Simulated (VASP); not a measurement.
# Tc12H (a cell with a defect) in VASP: single point with PBE+D3(BJ)

Aim: the single point of Tc12H (a cell with a defect) with PBE+D3(BJ).

Program: VASP 6.6.1. These are calculated values, not measurements. Logs are shortened: lines on timing, memory, paths and dates and some standing lists are left out, and cuts for length are marked.

## (1) The cell of the first run

The cell holds a defect, 13 atoms: a = 5.480 Å, b = 8.220 Å, c = 4.395 Å, α = 90.00°, β = 90.00°, γ = 120.00°.

## (2) Single point, PBE+D3(BJ)

File INCAR:

```
SYSTEM = Tc12H
ALGO = Normal
EDIFF = 1E-6
ENCUT = 520
GGA = PE
ISIF = 2
ISMEAR = -1
IVDW = 12
LASPH = .True.
LCHARG = .False.
LREAL = .False.
LWAVE = .False.
NBANDS = 90
NELM = 80
PREC = Accurate
SIGMA = 0.15
```

File KPOINTS:

```
k-points
0
Gamma
  4 3 4
  0 0 0
```

File POSCAR:

```
Tc12H
1.0
    5.4800000000      0.0000000000      0.0000000000
   -4.1100000000      7.1187290000      0.0000000000
    0.0000000000      0.0000000000      4.3949600000
Tc H
12 1
Direct
   -0.0068144476     -0.0022454477      0.0087987554
    0.1624984382      0.2234273015      0.4908080233
   -0.0002064634      0.3334031399     -0.0008118022
    0.1678745014      0.5564423862      0.4972053146
    0.0005547175      0.6669517769      0.0008280437
    0.1625916267      0.8840977693      0.4935141868
    0.5031556469     -0.0017293702      0.0092112505
    0.6725076975      0.2239688096      0.4913317062
    0.5030824497      0.3376394678      0.0065229413
    0.6651537947      0.5547841830      0.4992361220
    0.4978252844      0.6652985892      0.0029791651
    0.6659032497      0.8883331699      0.5009072971
    0.3330487044      0.1109950246      0.7500395963
```

Potentials or basis: VASP PAW PBE potentials, release 64 (Tc_pv, H).

The run is started by

```sh
> cat potpaw_PBE.64/Tc_pv/POTCAR potpaw_PBE.64/H/POTCAR > POTCAR
> mpirun -np 1 vasp_std > vasp.out
```

OUTCAR:

```text
SYSTEM = Tc12H
   EDIFF = 1E-6
   ENCUT = 520
   GGA = PE
   ISIF = 2
   ISMEAR = -1
   IVDW = 12
   LASPH = .True.
   LREAL = .False.
   NELM = 80
   PREC = Accurate
 IVDW          = 12

 ion  position               nearest neighbor table
   1  0.993  0.998  0.009-  13 1.97   2 2.66  12 2.66   6 2.67   7 2.69  12 2.72  11 2.72   5 2.74
                             3 2.74   6 2.78   2 2.79   7 2.79   9 2.79
   2  0.162  0.223  0.491-  13 1.97   1 2.66   3 2.66   9 2.67   8 2.69   3 2.72   4 2.72  12 2.74
                            10 2.74   9 2.78   1 2.79   6 2.79   8 2.79
   3  1.000  0.333  0.999-   2 2.66   8 2.66   4 2.70   4 2.72   8 2.72   2 2.72  11 2.73   7 2.74
                             5 2.74   9 2.74   9 2.74   1 2.74
   4  0.168  0.556  0.497-  11 2.68   5 2.69   3 2.70   6 2.71   3 2.72  11 2.72   5 2.72   2 2.72
                             8 2.72  12 2.73  10 2.73  10 2.75
   5  0.001  0.667  0.001-   6 2.66   4 2.69  10 2.71   6 2.71   9 2.72  10 2.72   4 2.72  11 2.73
                             7 2.74   3 2.74   1 2.74  11 2.75
   6  0.163  0.884  0.494-  13 1.97   5 2.66   1 2.67   7 2.67   4 2.71   5 2.71  10 2.72  12 2.74
                            12 2.74   1 2.78   7 2.78   2 2.79   8 2.79
   7  0.503  0.998  0.009-  13 1.97   8 2.66  12 2.66   6 2.67   1 2.69  12 2.72  11 2.72   3 2.74
                             5 2.74   6 2.78   8 2.79   9 2.79   1 2.79
   8  0.673  0.224  0.491-  13 1.97   7 2.66   3 2.66   9 2.67   2 2.69   3 2.72   4 2.72  10 2.74
                            12 2.74   9 2.78   7 2.79   2 2.79   6 2.79
   9  0.503  0.338  0.007-  13 1.97  10 2.66   8 2.67   2 2.67  11 2.71  10 2.71   5 2.72   3 2.74
                             3 2.74   8 2.78   2 2.78   7 2.79   1 2.79
  10  0.665  0.555  0.499-   9 2.66  11 2.69   5 2.71   9 2.71   6 2.72   5 2.72  11 2.72   4 2.73
                             2 2.74  12 2.74   8 2.74   4 2.75
  11  0.498  0.665  0.003-   4 2.68  10 2.69  12 2.70   9 2.71  12 2.72   4 2.72  10 2.72   7 2.72
                             1 2.72   3 2.73   5 2.73   5 2.75
  12  0.666  0.888  0.501-   7 2.66   1 2.66  11 2.70  11 2.72   1 2.72   7 2.72   4 2.73   2 2.74
                             6 2.74  10 2.74   6 2.74   8 2.74
  13  0.333  0.111  0.750-   9 1.97   6 1.97   8 1.97   7 1.97   2 1.97   1 1.97

  LATTYP: Found a simple monoclinic cell.
 ALAT       =     5.4800000000
 B/A-ratio  =     0.8020000000
 C/A-ratio  =     1.3228756879
 COS(beta)  =    -0.1889822319

  Lattice vectors:

 A1 = (   5.4800000000,   0.0000000000,   0.0000000000)
 A2 = (   0.0000000000,   0.0000000000,   4.3949600000)
 A3 = (  -1.3700000000,  -7.1187290000,   0.0000000000)

Analysis of symmetry for initial positions (statically):
=====================================================================
 Subroutine PRICEL returns:
 Original cell was already a primitive cell.

 Routine SETGRP: Setting up the symmetry group for a
 simple monoclinic supercell.

 Subroutine GETGRP returns: Found  1 space group operations
 (whereof  1 operations were pure point group operations)
 out of a pool of  4 trial point group operations.

The static configuration has the point symmetry C_1 .

Analysis of symmetry for dynamics (positions and initial velocities):
=====================================================================
 Subroutine PRICEL returns:
 Original cell was already a primitive cell.

 Routine SETGRP: Setting up the symmetry group for a
 simple monoclinic supercell.

 Subroutine GETGRP returns: Found  1 space group operations
 (whereof  1 operations were pure point group operations)
 out of a pool of  4 trial point group operations.

The dynamic configuration has the point symmetry C_1 .

 Subroutine INISYM returns: Found  1 space group operations
 (whereof  1 operations are pure point group operations),
 and found     1 'primitive' translations

----------------------------------------------------------------------------------------

                                     Primitive cell

  volume of cell :     171.4502

  direct lattice vectors                    reciprocal lattice vectors
     5.480000000  0.000000000  0.000000000     0.182481752  0.105355886  0.000000000
    -4.110000000  7.118729000  0.000000000     0.000000000  0.140474514  0.000000000
     0.000000000  0.000000000  4.394960000     0.000000000  0.000000000  0.227533356

  length of vectors
     5.480000000  8.220000157  4.394960000     0.210711776  0.140474514  0.227533356

  position of ions in fractional coordinates (direct lattice)
     0.993185552  0.997754552  0.008798755
[... 45 lines left out ...]
     0.052677944  0.046824838  0.056883339

  Shift w.r.t. Gamma in fractional coordinates (k-lattice)
     0.000000000  0.000000000  0.000000000

 Subroutine IBZKPT returns following result:
 ===========================================

 Found     26 irreducible k-points:

 Following reciprocal coordinates:
            Coordinates               Weight
  0.000000  0.000000  0.000000      1.000000
  0.250000  0.000000  0.000000      2.000000
  0.500000  0.000000  0.000000      1.000000
  0.000000  0.333333  0.000000      2.000000
  0.250000  0.333333  0.000000      2.000000
  0.500000  0.333333  0.000000      2.000000
[... 16 lines left out ...]
  0.000000  0.333333  0.500000      2.000000
  0.250000  0.333333  0.500000      2.000000
 [... further k-points ...]
   k-points           NKPTS =     26   k-points in BZ     NKDIM =     26   number of bands    NBANDS=     90
   number of dos      NEDOS =    301   number of ions     NIONS =     13
   total plane-waves  NPLWV =  96768
   dimension x,y,z NGX =    42 NGY =   64 NGZ =   36
   dimension x,y,z NGXF=    84 NGYF=  128 NGZF=   72
   ions per type =              12   1
   NGX,Y,Z   is equivalent  to a cutoff of  12.74, 12.94, 13.62 a.u.
   NGXF,Y,Z  is equivalent  to a cutoff of  25.48, 25.89, 27.24 a.u.
 SYSTEM =  Tc12H
   PREC   = accura    normal or accurate (medium, high low for compatibility)
   ISTART =      0    job   : 0-new  1-cont  2-samecut
   ICHARG =      2    charge: 1-file 2-atom 10-const
   ISPIN  =      1    spin polarized calculation?
   LNONCOLLINEAR =      F non collinear calculations
   LSORBIT =      F    spin-orbit coupling
   LASPH  =      T    aspherical Exc in radial PAW
   ENCUT  =  520.0 eV  38.22 Ry    6.18 a.u.  10.19 15.28  8.17*2*pi/ulx,y,z
   NELM   =     80;   NELMIN=  2; NELMDL= -5     # of ELM steps
   EDIFF  = 0.1E-05   stopping-criterion for ELM
   LREAL  =      F    real-space projection
   EDIFFG = 0.1E-04   stopping-criterion for IOM
   NSW    =      0    number of steps for IOM
   IBRION =     -1    ionic relax: 0-MD 1-quasi-New 2-CG
   NFREE  =      0    steps in history (QN), initial steepest desc. (CG)
   ISIF   =      2    stress and relaxation
   ISYM   =      2    0-nonsym 1-usesym 2-fastsym
   POTIM  = 0.5000    time-step for ionic-motion
   TEBEG  =    0.0;   TEEND  =   0.0 temperature during run
   PSTRESS=    0.0 pullay stress
   NELECT =     157.0000    total number of electrons
   NUPDOWN=      -1.0000    fix difference up-down
   EMIN   =  10.00;   EMAX   =-10.00  energy-range for DOS
   EFERMI =   0.00;   METHOD = LEGACY
   ISMEAR =    -1;   SIGMA  =   0.15  broadening in eV -4-tet -1-fermi 0-gaus
   EFERMI_NEDOS =   21; number of points for ismear=-14 and -15
   IALGO  =     38    algorithm
   IMIX   =      4    mixing-type and parameters
     AMIX     =   0.40;   BMIX     =  1.00
     AMIX_MAG =   1.60;   BMIX_MAG =  1.00
  volume/ion in A,a.u.               =      13.19        89.00
  Fermi-wavevector in a.u.,A,eV,Ry     =   1.589750  3.004191 34.386057  2.527304
  Thomas-Fermi vector in A             =   2.688551
   LORBIT       =      0    0 simple, 1 ext, 2 COOP (PROOUT), +10 PAW based schemes
   GGA     = PE    functional components
   LHFCALC =     F    Hartree Fock is set to
   AEXX    =    0.0000 exact exchange contribution
   IVDW    =    12    specifies the selected vdW correction
   LEPSILON=     F    determine dielectric tensor
   LRPA    =     F    only Hartree local field effects (RPA)
 non-spin polarized calculation
  energy-cutoff  :      520.00
  volume of cell :      171.45
 maximum number of plane-waves:      4640
 NGX is ok and might be reduce to    42
   NGX = 21   NGY = 31   NGZ = 17

 number of electron     157.0000005 magnetization

 Free energy of the ion-electron system (eV)
  ---------------------------------------------------
  ext. energy  EPLUGINS =         0.00000000
  ---------------------------------------------------
  free energy    TOTEN  =      -128.15891976 eV

  energy without entropy =     -127.27929810  energy(sigma->0) =     -127.71910893

 E-fermi :  12.8164     XC(G=0): -13.8587

 val. band max:       12.8079616322   @ k =   0.2500   0.0000   0.5000
 cond. band min:      12.8175771000   @ k =   0.0000   0.3333   0.0000
 fundamental gap:      0.0096154678
 Fermi energy:        12.8164214194

 k-point     1 :       0.0000    0.0000    0.0000
  band No.  band energies     occupation
      1     -26.6711      2.00000
      2     -26.5212      2.00000
      3     -26.4037      2.00000
      4     -26.3838      2.00000
      5     -26.3151      2.00000
      6     -26.3018      2.00000
[... 2221 lines left out ...]
     89      15.1701      0.00000
     90      15.2502      0.00000

 [... further k-points ...]

------------------------ aborting loop because EDIFF is reached ----------------------------------------

 Edisp (eV)   -7.86820

 E8    (eV) :    -3.6231

  FORCE on cell =-STRESS in cart. coord.  units (eV):
  Direction    XX          YY          ZZ          XY          YZ          ZX
  --------------------------------------------------------------------------------------
  -------------------------------------------------------------------------------------
  Total      -0.91944     0.13535    -3.34433    -0.12014     0.16160     0.04317
  in kB      -8.59205     1.26485   -31.25232    -1.12265     1.51013     0.40346
  external pressure =      -12.86 kB  Pullay stress =        0.00 kB

 VOLUME and BASIS-vectors are now :
 -----------------------------------------------------------------------------
  energy-cutoff  :      520.00
  volume of cell :      171.45
      direct lattice vectors                 reciprocal lattice vectors
     5.480000000  0.000000000  0.000000000     0.182481752  0.105355886  0.000000000
    -4.110000000  7.118729000  0.000000000     0.000000000  0.140474514  0.000000000
     0.000000000  0.000000000  4.394960000     0.000000000  0.000000000  0.227533356

 POSITION                                       TOTAL-FORCE (eV/Angst)
 -----------------------------------------------------------------------------------
      1.34189      7.10274      0.03867        -0.016499     -0.014535      0.035696
     -0.02779      1.59052      2.15708        -0.015748      0.018854     -0.038538
      4.10858      2.37341      4.39139        -0.000222      0.026173      0.072699
     -1.36703      3.96116      2.18520        -0.009075     -0.011115     -0.061146
     -2.73813      4.74785      0.00364        -0.005870     -0.024553      0.060935
     -2.74264      6.29365      2.16898         0.003033     -0.020984     -0.040268
     -1.34560      7.10642      0.04048         0.016660     -0.015774      0.041673
      2.76483      1.59437      2.15938         0.017620      0.016013     -0.040213
      1.36919      2.40356      0.02867        -0.001779      0.022243      0.043138
      1.36488      3.94936      2.19412         0.004644      0.024147     -0.059487
     -0.00629      4.73608      0.01309         0.009823      0.010124      0.058526
     -0.00190      6.32380      2.20147        -0.000327     -0.027221     -0.073031
      1.36892      0.79014      3.29639        -0.002261     -0.003372      0.000014
 -----------------------------------------------------------------------------------
    total drift:                                0.000140     -0.000007     -0.000027

  FREE ENERGIE OF THE ION-ELECTRON SYSTEM (eV)
  ---------------------------------------------------
  free  energy   TOTEN  =      -136.0271175703 eV

  energy  without entropy=     -135.1474959064  energy(sigma->0) =     -135.58730674
```

Wall time 18 min (1 thread of Intel Xeon 8259CL, shared host); peak memory 0.46 GiB.

Results:

| Item | Value |
| --- | --- |
| Free energy | -136.0271 eV |
| Pressure | -1.3 GPa |
| Largest force | 0.078 eV/Å |
| Band gap on the k mesh | zero (an odd number of electrons rules out a gap without spin polarisation) |
| Dispersion energy per atom | -0.605 eV |

Forces in eV/Å, atoms in the order of the input:
```
Tc  -0.016 -0.015  0.036
Tc  -0.016  0.019 -0.039
Tc   0.000  0.026  0.073
Tc  -0.009 -0.011 -0.061
Tc  -0.006 -0.025  0.061
Tc   0.003 -0.021 -0.040
Tc   0.017 -0.016  0.042
Tc   0.018  0.016 -0.040
Tc  -0.002  0.022  0.043
Tc   0.005  0.024 -0.059
Tc   0.010  0.010  0.059
Tc   0.000 -0.027 -0.073
H   -0.002 -0.003  0.000
```

Stress tensor (GPa, compression positive):
```
-0.86 -0.11  0.04
-0.11  0.13  0.15
 0.04  0.15 -3.13
```
